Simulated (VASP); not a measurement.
# MoS2 in VASP: relaxation of the atoms with LDA

Aim: the relaxation of the atoms of MoS2 with LDA.

Program: VASP 6.6.1. These are calculated values, not measurements. Logs are shortened: lines on timing, memory, paths and dates and some standing lists are left out, and cuts for length are marked.

### 1 The cell of the first run

The cell holds a sheet with vacuum, 9 atoms: a = 3.160 Å, b = 3.160 Å, c = 33.424 Å, α = 90.00°, β = 90.00°, γ = 120.00°.

### 2 Relaxation of the atoms, LDA

Contents of INCAR:

```
PREC = Accurate
ENCUT = 520
EDIFF = 1E-7
ISMEAR = 0
SIGMA = 0.02
LREAL = F
LASPH = T
NELM = 100
ALGO = Normal
ISIF = 2
LWAVE = F
LCHARG = F
LDIPOL = T
IDIPOL = 3
DIPOL = 0.5 0.5 0.500
IBRION = 2
NSW = 100
EDIFFG = -0.004
KPAR = 4
```

Contents of KPOINTS:

```
Automatic mesh
0
Gamma
  12 12 1
```

Contents of POSCAR:

```
MoS2
1.0
    3.1600000000      0.0000000000      0.0000000000
   -1.5800000000      2.7366402760      0.0000000000
    0.0000000000      0.0000000000     33.4240000000
S Mo
6 3
Direct
    0.6666666667      0.3333333333      0.2692675921
    0.6666666667      0.3333333333      0.3629128770
    0.3333333333      0.6666666667      0.4531773576
    0.3333333333      0.6666666667      0.5468226424
    0.6666666667      0.3333333333      0.6370871230
    0.6666666667      0.3333333333      0.7307324079
    0.3333333333      0.6666666667      0.3160902346
    0.6666666667      0.3333333333      0.5000000000
    0.3333333333      0.6666666667      0.6839097654
```

Potentials or basis: VASP PAW LDA potentials, release 64 (S, Mo_sv).

Started as:

```sh
> cat potpaw_LDA.64/S/POTCAR potpaw_LDA.64/Mo_sv/POTCAR > POTCAR
> mpirun -np 4 vasp_std > vasp.out
```

OUTCAR:

```text
PREC = Accurate
   ENCUT = 520
   EDIFF = 1E-7
   ISMEAR = 0
   LREAL = F
   LASPH = T
   NELM = 100
   ISIF = 2
   IBRION = 2
   NSW = 100
   EDIFFG = -0.004

 ion  position               nearest neighbor table
   1  0.667  0.333  0.269-   7 2.40   7 2.40   7 2.40
   2  0.667  0.333  0.363-   7 2.40   7 2.40   7 2.40
   3  0.333  0.667  0.453-   8 2.40   8 2.40   8 2.40
   4  0.333  0.667  0.547-   8 2.40   8 2.40   8 2.40
   5  0.667  0.333  0.637-   9 2.40   9 2.40   9 2.40
   6  0.667  0.333  0.731-   9 2.40   9 2.40   9 2.40
   7  0.333  0.667  0.316-   2 2.40   2 2.40   2 2.40   1 2.40   1 2.40   1 2.40
   8  0.667  0.333  0.500-   3 2.40   4 2.40   3 2.40   4 2.40   3 2.40   4 2.40
   9  0.333  0.667  0.684-   5 2.40   5 2.40   5 2.40   6 2.40   6 2.40   6 2.40

  LATTYP: Found a hexagonal cell.
 ALAT       =     3.1600000000
 C/A-ratio  =    10.5772151899

  Lattice vectors:

 A1 = (   3.1600000000,   0.0000000000,   0.0000000000)
 A2 = (  -1.5800000000,   2.7366402760,   0.0000000000)
 A3 = (   0.0000000000,   0.0000000000,  33.4240000000)

Analysis of symmetry for initial positions (statically):
=====================================================================
 Subroutine PRICEL returns:
 Original cell was already a primitive cell.

 Routine SETGRP: Setting up the symmetry group for a
 hexagonal supercell.

 Subroutine GETGRP returns: Found 12 space group operations
 (whereof 12 operations were pure point group operations)
 out of a pool of 24 trial point group operations.

The static configuration has the point symmetry D_3h.

Analysis of symmetry for dynamics (positions and initial velocities):
=====================================================================
 Subroutine PRICEL returns:
 Original cell was already a primitive cell.

 Routine SETGRP: Setting up the symmetry group for a
 hexagonal supercell.

 Subroutine GETGRP returns: Found 12 space group operations
 (whereof 12 operations were pure point group operations)
 out of a pool of 24 trial point group operations.

The dynamic configuration has the point symmetry D_3h.

 Subroutine INISYM returns: Found 12 space group operations
 (whereof 12 operations are pure point group operations),
 and found     1 'primitive' translations

----------------------------------------------------------------------------------------

                                     Primitive cell

  volume of cell :     289.0435

  direct lattice vectors                    reciprocal lattice vectors
     3.160000000  0.000000000  0.000000000     0.316455696  0.182705781  0.000000000
    -1.580000000  2.736640276  0.000000000     0.000000000  0.365411563  0.000000000
     0.000000000  0.000000000 33.424000000     0.000000000  0.000000000  0.029918621

  length of vectors
     3.160000000  3.160000000 33.424000000     0.365411563  0.365411563  0.029918621

  position of ions in fractional coordinates (direct lattice)
     0.666666667  0.333333333  0.269267592
     0.666666667  0.333333333  0.362912877
     0.333333333  0.666666667  0.453177358
     0.333333333  0.666666667  0.546822642
     0.666666667  0.333333333  0.637087123
     0.666666667  0.333333333  0.730732408
     0.333333333  0.666666667  0.316090235
     0.666666667  0.333333333  0.500000000
     0.333333333  0.666666667  0.683909765

  ion indices of the primitive-cell ions
   primitive index   ion index
                 1           1
                 2           2
                 3           3
                 4           4
                 5           5
                 6           6
                 7           7
                 8           8
                 9           9

----------------------------------------------------------------------------------------

 KPOINTS: Automatic mesh

Automatic generation of k-mesh.
 Grid dimensions read from file:
 generate k-points for:   12   12    1
[... 50 lines left out ...]
   ISTART =      0    job   : 0-new  1-cont  2-samecut
   ICHARG =      2    charge: 1-file 2-atom 10-const
   ISPIN  =      1    spin polarized calculation?
   LNONCOLLINEAR =      F non collinear calculations
   LSORBIT =      F    spin-orbit coupling
   LASPH  =      T    aspherical Exc in radial PAW
   ENCUT  =  520.0 eV  38.22 Ry    6.18 a.u.   5.88  5.88 62.15*2*pi/ulx,y,z
   NELM   =    100;   NELMIN=  2; NELMDL= -5     # of ELM steps
   EDIFF  = 0.1E-06   stopping-criterion for ELM
   LREAL  =      F    real-space projection
   EDIFFG = -.4E-02   stopping-criterion for IOM
   NSW    =    100    number of steps for IOM
   IBRION =      2    ionic relax: 0-MD 1-quasi-New 2-CG
   NFREE  =      1    steps in history (QN), initial steepest desc. (CG)
   ISIF   =      2    stress and relaxation
   ISYM   =      2    0-nonsym 1-usesym 2-fastsym
   POTIM  = 0.5000    time-step for ionic-motion
   TEBEG  =    0.0;   TEEND  =   0.0 temperature during run
   PSTRESS=    0.0 pullay stress
   NELECT =      78.0000    total number of electrons
   NUPDOWN=      -1.0000    fix difference up-down
   EMIN   =  10.00;   EMAX   =-10.00  energy-range for DOS
   EFERMI =   0.00;   METHOD = LEGACY
   ISMEAR =     0;   SIGMA  =   0.02  broadening in eV -4-tet -1-fermi 0-gaus
   EFERMI_NEDOS =   21; number of points for ismear=-14 and -15
   IALGO  =     38    algorithm
   IMIX   =      4    mixing-type and parameters
     AMIX     =   0.40;   BMIX     =  1.00
     AMIX_MAG =   1.60;   BMIX_MAG =  1.00
  volume/ion in A,a.u.               =      32.12       216.73
  Fermi-wavevector in a.u.,A,eV,Ry     =   1.057918  1.999175 15.227508  1.119190
  Thomas-Fermi vector in A             =   2.193208
   LORBIT       =      0    0 simple, 1 ext, 2 COOP (PROOUT), +10 PAW based schemes
   GGA     = CA    functional components
   LHFCALC =     F    Hartree Fock is set to
   AEXX    =    0.0000 exact exchange contribution
   IVDW    =     0    specifies the selected vdW correction
   LEPSILON=     F    determine dielectric tensor
   LRPA    =     F    only Hartree local field effects (RPA)
 conjugate gradient relaxation of ions
 non-spin polarized calculation
 Gauss-broadening in eV      SIGMA  =   0.02
  energy-cutoff  :      520.00
  volume of cell :      289.04
 maximum number of plane-waves:      7816
 NGX is ok and might be reduce to    24
   NGX = 11   NGY = 11   NGZ =125

--------------------------------------- Ionic step        1  -------------------------------------------

 number of electron      78.0000005 magnetization

 Free energy of the ion-electron system (eV)
  ---------------------------------------------------
  ext. energy  EPLUGINS =         0.00000000
  ---------------------------------------------------
  free energy    TOTEN  =       -73.24907630 eV

  energy without entropy =      -73.24907630  energy(sigma->0) =      -73.24907630

------------------------ aborting loop because EDIFF is reached ----------------------------------------

  FORCE on cell =-STRESS in cart. coord.  units (eV):
  Direction    XX          YY          ZZ          XY          YZ          ZX
  --------------------------------------------------------------------------------------
  -------------------------------------------------------------------------------------
  Total       -4.8449274     -4.8449274     -4.6689589      0.0000000      0.0000000      0.0000000
  in kB      -26.8555861    -26.8555861    -25.8801874      0.0000000      0.0000000      0.0000000
  external PRESSURE =     -26.5304532 kB  Pullay stress =       0.0000000 kB
[... 110 lines left out ...]
  FREE ENERGIE OF THE ION-ELECTRON SYSTEM (eV)
  ---------------------------------------------------
  free  energy   TOTEN  =       -73.2789427830 eV

  energy  without entropy=      -73.2789427830  energy(sigma->0) =      -73.27894278

[... ionic steps 4 to 26 ...]

--------------------------------------- Ionic step       27  -------------------------------------------

 number of electron      78.0000000 magnetization

------------------------ aborting loop because EDIFF is reached ----------------------------------------
[... 38 lines left out ...]
--------------------------------------- Ionic step       28  -------------------------------------------

 number of electron      78.0000000 magnetization

 dipolmoment           0.000000      0.000000     -0.000000 electrons x Angstroem

------------------------ aborting loop because EDIFF is reached ----------------------------------------

  FORCE on cell =-STRESS in cart. coord.  units (eV):
  Direction    XX          YY          ZZ          XY          YZ          ZX
  --------------------------------------------------------------------------------------
  -------------------------------------------------------------------------------------
  Total       -3.3456848     -3.3456848     -0.0741417      0.0000000      0.0000000     -0.0000000
  in kB      -18.5452367    -18.5452367     -0.4109696      0.0000000      0.0000000     -0.0000000
  external PRESSURE =     -12.5004810 kB  Pullay stress =       0.0000000 kB
[... 30 lines left out ...]
--------------------------------------- Ionic step       29  -------------------------------------------

 number of electron      78.0000000 magnetization

 dipolmoment           0.000000      0.000000      0.000000 electrons x Angstroem

 Free energy of the ion-electron system (eV)
  ---------------------------------------------------
  ext. energy  EPLUGINS =         0.00000000
  ---------------------------------------------------
  free energy    TOTEN  =       -73.28666986 eV

  energy without entropy =      -73.28666986  energy(sigma->0) =      -73.28666986

 E-fermi :   1.9828     XC(G=0):  -6.4052

 val. band max:        1.7096299118   @ k =   0.0000   0.0000   0.0000
 cond. band min:       2.6296449749   @ k =   0.1667   0.1667   0.0000
 fundamental gap:      0.9200150631
 Fermi energy:         1.9828325230

 k-point     1 :       0.0000    0.0000    0.0000
  band No.  band energies     occupation
      1     -59.4971      2.00000
      2     -59.4933      2.00000
      3     -59.4932      2.00000
      4     -33.8624      2.00000
      5     -33.8596      2.00000
      6     -33.8596      2.00000
[... 920 lines left out ...]
     45       4.4846      0.00000
     46       4.5754      0.00000

------------------------ aborting loop because EDIFF is reached ----------------------------------------

 vacuum level on the upper side and lower side of the slab       (xc-potential included)        -0.027        -0.027

  FORCE on cell =-STRESS in cart. coord.  units (eV):
  Direction    XX          YY          ZZ          XY          YZ          ZX
  --------------------------------------------------------------------------------------
  -------------------------------------------------------------------------------------
  Total       -3.3451198     -3.3451198     -0.0725589      0.0000000     -0.0000000      0.0000000
  in kB      -18.5421052    -18.5421052     -0.4021964      0.0000000     -0.0000000      0.0000000
  external PRESSURE =     -12.4954689 kB  Pullay stress =       0.0000000 kB
[... 24 lines left out ...]
  FREE ENERGIE OF THE ION-ELECTRON SYSTEM (eV)
  ---------------------------------------------------
  free  energy   TOTEN  =       -73.2866698569 eV

  energy  without entropy=      -73.2866698569  energy(sigma->0) =      -73.28666986

 reached required accuracy - stopping structural energy minimisation

 vacuum level on the upper side and lower side of the slab         7.119         7.119
```

Wall time 21 min (4 MPI ranks of AMD EPYC 7R13 (Zen 3), shared host); peak memory 0.42 GiB.

What came out:

| Quantity | Value |
| --- | --- |
| Free energy | -73.2867 eV |
| Energy gained by relaxing | 4.2 meV/atom |
| Ionic steps | 29 |
| Largest force after relaxing | 0.004 eV/Å |
| Band gap on the k mesh | 0.92 eV (least direct gap 1.66 eV) |

Forces in eV/Å, atoms in the order of the input:
```
S    0.000  0.000  0.001
S    0.000  0.000 -0.002
S    0.000  0.000 -0.004
S    0.000  0.000  0.004
S    0.000  0.000  0.002
S    0.000  0.000 -0.001
Mo   0.000  0.000  0.001
Mo   0.000  0.000  0.000
Mo   0.000  0.000 -0.001
```

Step by step:
```
step  energy change (eV)  largest force (eV/Å)  pressure (GPa)
   1              0.0000                0.4843           -2.65
   2             -0.0297                0.0810           -1.51
   3             -0.0299                0.0904           -1.42
   4             -0.0298                0.0773           -1.39
   5             -0.0301                0.0210           -1.41
   6             -0.0302                0.0212           -1.41
   7             -0.0304                0.0210           -1.41
   8             -0.0309                0.0210           -1.40
   9             -0.0317                0.0211           -1.39
  10             -0.0333                0.0205           -1.37
  11             -0.0359                0.0191           -1.33
  12             -0.0374                0.0280           -1.23
  13             -0.0322                0.2447           -1.23
  14             -0.0375                0.0060           -1.23
  15             -0.0373                0.0720           -1.23
  16             -0.0375                0.0077           -1.23
  17             -0.0375                0.0104           -1.23
  18             -0.0375                0.0077           -1.23
  19             -0.0375                0.0109           -1.23
  20             -0.0375                0.0206           -1.23
  21             -0.0375                0.0199           -1.24
  22             -0.0375                0.0172           -1.24
  23             -0.0375                0.0114           -1.24
  24             -0.0376                0.0155           -1.24
  25             -0.0376                0.0126           -1.24
  26             -0.0376                0.0107           -1.25
  27             -0.0376                0.0160           -1.25
  28             -0.0376                0.0043           -1.25
  29             -0.0376                0.0039           -1.25
```

Final structure:
```xyz
9
Lattice="3.1600 0.0000 0.0000 -1.5800 2.7366 0.0000 0.0000 0.0000 33.4240" Properties=species:S:1:pos:R:3 pbc="T T T"
S     1.5800    0.9122    9.1646
S     1.5800    0.9122   12.2463
S     0.0000    1.8244   15.1703
S     0.0000    1.8244   18.2537
S     1.5800    0.9122   21.1777
S     1.5800    0.9122   24.2594
Mo    0.0000    1.8244   10.7039
Mo    1.5800    0.9122   16.7120
Mo    0.0000    1.8244   22.7201
```
